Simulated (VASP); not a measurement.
# ZrB2 (P6/mmm) in VASP: notebook

Runs on ZrB2. Level: r2SCAN. Tasks: single point.

All numbers are computed with VASP 6.6.1; they aren't measurements. Logs are shortened: lines on timing, memory, paths and dates and some standing lists are left out, and cuts for length are marked.

### 1 The cell of the first run

Symmetry: P6/mmm, No. 191, hexagonal system. The conventional cell has a = 3.149 Å, b = 3.149 Å, c = 3.509 Å, α = 90.00°, β = 90.00°, γ = 120.00°. Within 3.3 Å of Zr (site symmetry 6/mmm) lie 12 B at 2.53 Å and 6 Zr at 3.15 Å. B (site symmetry -6m2) has 3 B at 1.82 Å within 2.4 Å.

### 2 Single point, r2SCAN

POSCAR

```
ZrB2
1.0
    3.1487241912      0.0000000000      0.0000000000
   -1.5743620956      2.7268751391      0.0000000000
    0.0000000000      0.0000000000      3.5092878761
Zr B
1 2
Direct
    0.0000000000      0.0000000000      0.0000000000
    0.6666666667      0.3333333333      0.5000000000
    0.3333333333      0.6666666667      0.5000000000
```

INCAR.step1

```
ALGO = Normal ; EDIFF = 1E-4
ENCUT = 520 ; GGA = PE
ISMEAR = -1 ; LASPH = T
LCHARG = F ; LREAL = F
LWAVE = T ; NBANDS = 16
NELM = 100 ; PREC = Accurate
SIGMA = 0.05
```

INCAR.step2

```
ALGO = Normal ; EDIFF = 1E-7
ENCUT = 520 ; ISIF = 2
ISMEAR = -1 ; ISTART = 1
LASPH = T ; LCHARG = F
LMIXTAU = T ; LREAL = F
LWAVE = F ; METAGGA = R2SCAN
NBANDS = 16 ; NELM = 100
PREC = Accurate ; SIGMA = 0.05
```

KPOINTS

```
k-points
0
Gamma
  10 10 8
```

Potentials or basis: VASP PAW PBE potentials, release 64 (Zr_sv, B).

On the command line:

```sh
cat potpaw_PBE.64/Zr_sv/POTCAR potpaw_PBE.64/B/POTCAR > POTCAR
cp INCAR.step1 INCAR
mpirun -np 1 vasp_std > vasp.out
cp INCAR.step2 INCAR
mpirun -np 1 vasp_std > vasp.out
```

OUTCAR:

```text
EDIFF = 1E-7
   ENCUT = 520
   ISIF = 2
   ISMEAR = -1
   ISTART = 1
   LASPH = T
   LREAL = F
   METAGGA = R2SCAN
   NELM = 100
   PREC = Accurate

 ion  position               nearest neighbor table
   1  0.000  0.000  0.000-   2 2.53   3 2.53   2 2.53   3 2.53   2 2.53   2 2.53   3 2.53   3 2.53
                             2 2.53   2 2.53   3 2.53   3 2.53
   2  0.667  0.333  0.500-   3 1.82   3 1.82   3 1.82   1 2.53   1 2.53   1 2.53   1 2.53   1 2.53
                             1 2.53
   3  0.333  0.667  0.500-   2 1.82   2 1.82   2 1.82   1 2.53   1 2.53   1 2.53   1 2.53   1 2.53
                             1 2.53

  LATTYP: Found a hexagonal cell.
 ALAT       =     3.1487241912
 C/A-ratio  =     1.1145110410

  Lattice vectors:

 A1 = (   3.1487241912,   0.0000000000,   0.0000000000)
 A2 = (  -1.5743620956,   2.7268751391,   0.0000000000)
 A3 = (   0.0000000000,   0.0000000000,   3.5092878761)

Analysis of symmetry for initial positions (statically):
=====================================================================
 Subroutine PRICEL returns:
 Original cell was already a primitive cell.

 Routine SETGRP: Setting up the symmetry group for a
 hexagonal supercell.

 Subroutine GETGRP returns: Found 24 space group operations
 (whereof 24 operations were pure point group operations)
 out of a pool of 24 trial point group operations.

The static configuration has the point symmetry D_6h.

Analysis of symmetry for dynamics (positions and initial velocities):
=====================================================================
 Subroutine PRICEL returns:
 Original cell was already a primitive cell.

 Routine SETGRP: Setting up the symmetry group for a
 hexagonal supercell.

 Subroutine GETGRP returns: Found 24 space group operations
 (whereof 24 operations were pure point group operations)
 out of a pool of 24 trial point group operations.

The dynamic configuration has the point symmetry D_6h.

 Subroutine INISYM returns: Found 24 space group operations
 (whereof 24 operations are pure point group operations),
 and found     1 'primitive' translations

----------------------------------------------------------------------------------------

                                     Primitive cell

  volume of cell :      30.1314

  direct lattice vectors                    reciprocal lattice vectors
     3.148724191  0.000000000  0.000000000     0.317588947  0.183360064  0.000000000
    -1.574362096  2.726875139  0.000000000     0.000000000  0.366720128  0.000000000
     0.000000000  0.000000000  3.509287876     0.000000000  0.000000000  0.284958098

  length of vectors
     3.148724191  3.148724191  3.509287876     0.366720128  0.366720128  0.284958098

  position of ions in fractional coordinates (direct lattice)
     0.000000000  0.000000000  0.000000000
     0.666666667  0.333333333  0.500000000
     0.333333333  0.666666667  0.500000000

  ion indices of the primitive-cell ions
   primitive index   ion index
                 1           1
                 2           2
                 3           3

----------------------------------------------------------------------------------------

 KPOINTS: k-points

Automatic generation of k-mesh.
 Grid dimensions read from file:
 generate k-points for:   10   10    8

 Generating k-lattice:

  Cartesian coordinates                     Fractional coordinates (reciprocal lattice)
     0.031758895  0.018336006  0.000000000     0.100000000 -0.000000000  0.000000000
     0.000000000  0.036672013  0.000000000     0.000000000  0.100000000  0.000000000
     0.000000000  0.000000000  0.035619762     0.000000000  0.000000000  0.125000000

  Length of vectors
     0.036672013  0.036672013  0.035619762

  Shift w.r.t. Gamma in fractional coordinates (k-lattice)
     0.000000000  0.000000000  0.000000000

 Subroutine IBZKPT returns following result:
 ===========================================

 Found     70 irreducible k-points:

 Following reciprocal coordinates:
            Coordinates               Weight
  0.000000  0.000000  0.000000      1.000000
  0.100000  0.000000  0.000000      6.000000
  0.200000  0.000000  0.000000      6.000000
  0.300000  0.000000  0.000000      6.000000
  0.400000 -0.000000  0.000000      6.000000
  0.500000  0.000000  0.000000      3.000000
[... 16 lines left out ...]
  0.300000  0.100000  0.125000     24.000000
  0.400000  0.100000  0.125000     24.000000
 [... further k-points ...]
   k-points           NKPTS =     70   k-points in BZ     NKDIM =     70   number of bands    NBANDS=     16
   number of dos      NEDOS =    301   number of ions     NIONS =      3
   total plane-waves  NPLWV =  16128
   dimension x,y,z NGX =    24 NGY =   24 NGZ =   28
   dimension x,y,z NGXF=    48 NGYF=   48 NGZF=   56
   ions per type =               1   2
   NGX,Y,Z   is equivalent  to a cutoff of  12.67, 12.67, 13.26 a.u.
   NGXF,Y,Z  is equivalent  to a cutoff of  25.34, 25.34, 26.53 a.u.
 SYSTEM =  unknown system
   PREC   = accura    normal or accurate (medium, high low for compatibility)
   ISTART =      1    job   : 0-new  1-cont  2-samecut
   ICHARG =      0    charge: 1-file 2-atom 10-const
   ISPIN  =      1    spin polarized calculation?
   LNONCOLLINEAR =      F non collinear calculations
   LSORBIT =      F    spin-orbit coupling
   LASPH  =      T    aspherical Exc in radial PAW
   ENCUT  =  520.0 eV  38.22 Ry    6.18 a.u.   5.85  5.85  6.52*2*pi/ulx,y,z
   NELM   =    100;   NELMIN=  2; NELMDL=  0     # of ELM steps
   EDIFF  = 0.1E-06   stopping-criterion for ELM
   LREAL  =      F    real-space projection
   EDIFFG = 0.1E-05   stopping-criterion for IOM
   NSW    =      0    number of steps for IOM
   IBRION =     -1    ionic relax: 0-MD 1-quasi-New 2-CG
   NFREE  =      0    steps in history (QN), initial steepest desc. (CG)
   ISIF   =      2    stress and relaxation
   ISYM   =      2    0-nonsym 1-usesym 2-fastsym
   POTIM  = 0.5000    time-step for ionic-motion
   TEBEG  =    0.0;   TEEND  =   0.0 temperature during run
   PSTRESS=    0.0 pullay stress
   NELECT =      18.0000    total number of electrons
   NUPDOWN=      -1.0000    fix difference up-down
   EMIN   =  10.00;   EMAX   =-10.00  energy-range for DOS
   EFERMI =   0.00;   METHOD = LEGACY
   ISMEAR =    -1;   SIGMA  =   0.05  broadening in eV -4-tet -1-fermi 0-gaus
   EFERMI_NEDOS =   21; number of points for ismear=-14 and -15
   IALGO  =     38    algorithm
   IMIX   =      4    mixing-type and parameters
     AMIX     =   0.40;   BMIX     =  1.00
     AMIX_MAG =   1.60;   BMIX_MAG =  1.00
  volume/ion in A,a.u.               =      10.04        67.78
  Fermi-wavevector in a.u.,A,eV,Ry     =   1.378773  2.605503 25.864872  1.901014
  Thomas-Fermi vector in A             =   2.503804
   LORBIT       =      0    0 simple, 1 ext, 2 COOP (PROOUT), +10 PAW based schemes
   METAGGA = R2SCAN    functional components
   LHFCALC =     F    Hartree Fock is set to
   AEXX    =    0.0000 exact exchange contribution
   IVDW    =     0    specifies the selected vdW correction
   LEPSILON=     F    determine dielectric tensor
   LRPA    =     F    only Hartree local field effects (RPA)
 non-spin polarized calculation
  energy-cutoff  :      520.00
  volume of cell :       30.13
 maximum number of plane-waves:       828
 NGX is ok and might be reduce to    24
   NGX = 11   NGY = 11   NGZ = 13

 number of electron      18.0000000 magnetization

 Free energy of the ion-electron system (eV)
  ---------------------------------------------------
  ext. energy  EPLUGINS =         0.00000000
  ---------------------------------------------------
  free energy    TOTEN  =       -40.62007047 eV

  energy without entropy =      -40.61730466  energy(sigma->0) =      -40.61868757

 E-fermi :  10.7898     XC(G=0): -13.4826

 val. band max:       10.7623084323   @ k =   0.2000   0.2000   0.1250
 cond. band min:      10.9535573995   @ k =   0.1000   0.0000   0.5000
 fundamental gap:      0.1912489671
 Fermi energy:        10.7898077023

 k-point     1 :       0.0000    0.0000    0.0000
  band No.  band energies     occupation
      1     -39.4715      2.00000
      2     -16.9741      2.00000
      3     -16.3752      2.00000
      4     -16.3752      2.00000
      5      -2.8666      2.00000
      6       8.0410      2.00000
[... 8 lines left out ...]
     15      16.2976      0.00000
     16      16.2976      0.00000

 k-point     2 :       0.1000    0.0000    0.0000
  band No.  band energies     occupation
      1     -39.4587      2.00000
      2     -16.9552      2.00000
      3     -16.4840      2.00000
      4     -16.3983      2.00000
      5      -2.6504      2.00000
      6       7.4094      2.00000
[... 8 lines left out ...]
     15      17.0958      0.00000
     16      17.6244      0.00000

 k-point     3 :       0.2000    0.0000    0.0000
  band No.  band energies     occupation
      1     -39.4250      2.00000
      2     -16.9054      2.00000
      3     -16.7599      2.00000
      4     -16.4583      2.00000
      5      -2.0377      2.00000
      6       6.0295      2.00000
[... 8 lines left out ...]
     15      18.1760      0.00000
     16      18.9905      0.00000

 k-point     4 :       0.3000    0.0000    0.0000
  band No.  band energies     occupation
      1     -39.3829      2.00000
      2     -17.0849      2.00000
      3     -16.8432      2.00000
      4     -16.5313      2.00000
      5      -1.1078      2.00000
      6       4.4666      2.00000
[... 8 lines left out ...]
     15      19.2379      0.00000
     16      21.5338      0.00000
[... 324 lines left out ...]
 k-point    22 :       0.2000    0.1000    0.1250
  band No.  band energies     occupation
      1     -39.3944      2.00000
      2     -16.9491      2.00000
      3     -16.9118      2.00000
      4     -16.5287      2.00000
      5      -1.3070      2.00000
      6       5.1874      2.00000
[... 8 lines left out ...]
     15      18.7118      0.00000
     16      20.0803      0.00000

 k-point    23 :       0.3000    0.1000    0.1250
  band No.  band energies     occupation
      1     -39.3562      2.00000
      2     -17.2067      2.00000
      3     -16.8597      2.00000
      4     -16.6139      2.00000
      5      -0.3257      2.00000
      6       3.6689      2.00000
[... 8 lines left out ...]
     15      18.9524      0.00000
     16      21.9963      0.00000

 k-point    24 :       0.4000    0.1000    0.1250
  band No.  band energies     occupation
      1     -39.3324      2.00000
      2     -17.3658      2.00000
      3     -16.8222      2.00000
      4     -16.6659      2.00000
      5       0.8532      2.00000
      6       2.2093      2.00000
[... 8 lines left out ...]
     15      19.7815      0.00000
     16      21.6862      0.00000

 [... further k-points ...]
[... 5 lines left out ...]
  --------------------------------------------------------------------------------------
  -------------------------------------------------------------------------------------
  Total        1.0129937      1.0129937      1.4105465      0.0000000     -0.0000000      0.0000000
  in kB       53.8639823     53.8639823     75.0030857      0.0000000     -0.0000000      0.0000000
  external PRESSURE =      60.9103501 kB  Pullay stress =       0.0000000 kB

 VOLUME and BASIS-vectors are now :
 -----------------------------------------------------------------------------
  energy-cutoff  :      520.00
  volume of cell :       30.13
      direct lattice vectors                 reciprocal lattice vectors
     3.148724191  0.000000000  0.000000000     0.317588947  0.183360064  0.000000000
    -1.574362096  2.726875139  0.000000000     0.000000000  0.366720128  0.000000000
     0.000000000  0.000000000  3.509287876     0.000000000  0.000000000  0.284958098

 POSITION                                       TOTAL-FORCE (eV/Angst)
 -----------------------------------------------------------------------------------
      0.00000      0.00000      0.00000        -0.000000      0.000000      0.000000
      1.57436      0.90896      1.75464        -0.000000      0.000000      0.000000
     -0.00000      1.81792      1.75464         0.000000     -0.000000      0.000000
 -----------------------------------------------------------------------------------
    total drift:                               -0.000000      0.000000     -0.000000

  FREE ENERGIE OF THE ION-ELECTRON SYSTEM (eV)
  ---------------------------------------------------
  free  energy   TOTEN  =       -40.6200704727 eV

  energy  without entropy=      -40.6173046593  energy(sigma->0) =      -40.61868757
```

Wall time 1.8 min (1 thread of Intel Xeon Platinum 8259CL at 2.50GHz (Skylake/Cascade Lake), shared host); peak memory 0.17 GiB.

Results:

```
Free energy            : -40.6201 eV
Pressure               : 6.1 GPa
Band gap on the k mesh : zero (band 9 reaches 11.50 eV, above the bottom of band 10 at 10.62 eV)
```

Caveat: the PAW data sets were made with another functional, which shifts forces and pressure a little.

### 3 Single point, r2SCAN

This run uses another cell than the first one, of 10.45 Å³/atom, 1.041 times its volume.

POSCAR

```
ZrB2
1.0
    3.1909939893      0.0000000000      0.0000000000
   -1.5954969947      2.7634818581      0.0000000000
    0.0000000000      0.0000000000      3.5563980329
Zr B
1 2
Direct
    0.0000000000      0.0000000000      0.0000000000
    0.6666666667      0.3333333333      0.5000000000
    0.3333333333      0.6666666667      0.5000000000
```

INCAR.step1

```
ALGO     = Normal         # electronic algorithm
EDIFF    = 1E-4           # SCF threshold, eV
ENCUT    = 520            # plane-wave cutoff, eV
GGA      = PE             # functional
ISMEAR   = -1             # smearing method
LASPH    = T              # aspherical terms in the spheres
LCHARG   = F              # write CHGCAR
LREAL    = F              # projectors in reciprocal space
LWAVE    = T              # write WAVECAR
NBANDS   = 16             # bands
NELM     = 100            # most SCF steps
PREC     = Accurate       # precision mode
SIGMA    = 0.05           # smearing width, eV
```

INCAR.step2

```
ALGO     = Normal         # electronic algorithm
EDIFF    = 1E-6           # SCF threshold, eV
ENCUT    = 520            # plane-wave cutoff, eV
ISIF     = 2              # what is computed and relaxed
ISMEAR   = -1             # smearing method
ISTART   = 1            
LASPH    = T              # aspherical terms in the spheres
LCHARG   = F              # write CHGCAR
LMIXTAU  = T            
LREAL    = F              # projectors in reciprocal space
LWAVE    = F              # write WAVECAR
METAGGA  = R2SCAN         # meta-GGA
NBANDS   = 16             # bands
NELM     = 100            # most SCF steps
PREC     = Accurate       # precision mode
SIGMA    = 0.05           # smearing width, eV
```

KPOINTS is that of step 2.

Potentials or basis: VASP PAW PBE potentials, release 64 (Zr_sv, B).

On the command line:

```sh
cat potpaw_PBE.64/Zr_sv/POTCAR potpaw_PBE.64/B/POTCAR > POTCAR
cp INCAR.step1 INCAR
mpirun -np 1 vasp_std > vasp.out
cp INCAR.step2 INCAR
mpirun -np 1 vasp_std > vasp.out
```

It took 1.7 min on 1 thread of Intel Xeon Platinum 8259CL at 2.50GHz (Skylake/Cascade Lake), shared host; peak memory 0.17 GiB.

The run converged. Its results:

```
Free energy            : -40.6281 eV
Pressure               : -3.8 GPa
Band gap on the k mesh : zero (band 9 reaches 11.04 eV, above the bottom of band 10 at 10.19 eV)
```

Stress tensor (GPa, compression positive):
```
-4.78  0.00  0.00
 0.00 -4.78  0.00
 0.00  0.00 -1.91
```

Levels at points of the mesh, in eV from the Fermi level:
| k point | band 5 | band 6 | band 7 | band 8 | band 9 | band 10 | band 11 | band 12 | band 13 | band 14 |
| --- | --- | --- | --- | --- | --- | --- | --- | --- | --- | --- |
| (0.00, 0.00, 0.00) | -13.47 | -2.68 | -2.68 | -2.56 | -2.55 | 3.59 | 3.59 | 4.40 | 4.40 | 4.86 |
| (0.50, 0.00, 0.00) | -9.39 | -9.15 | -4.00 | -3.20 | -2.67 | 2.32 | 2.46 | 5.08 | 5.17 | 6.67 |
| (0.00, 0.00, 0.50) | -11.47 | -7.30 | -0.97 | -0.97 | 0.42 | 0.42 | 0.90 | 0.90 | 2.01 | 5.28 |
| (0.50, 0.00, 0.50) | -10.50 | -7.46 | -4.75 | -4.25 | -2.25 | 3.94 | 4.17 | 5.44 | 6.40 | 6.71 |

Caveat: the PAW data sets were made with another functional, which shifts forces and pressure a little.

(Part 1 of 3 ends here.)
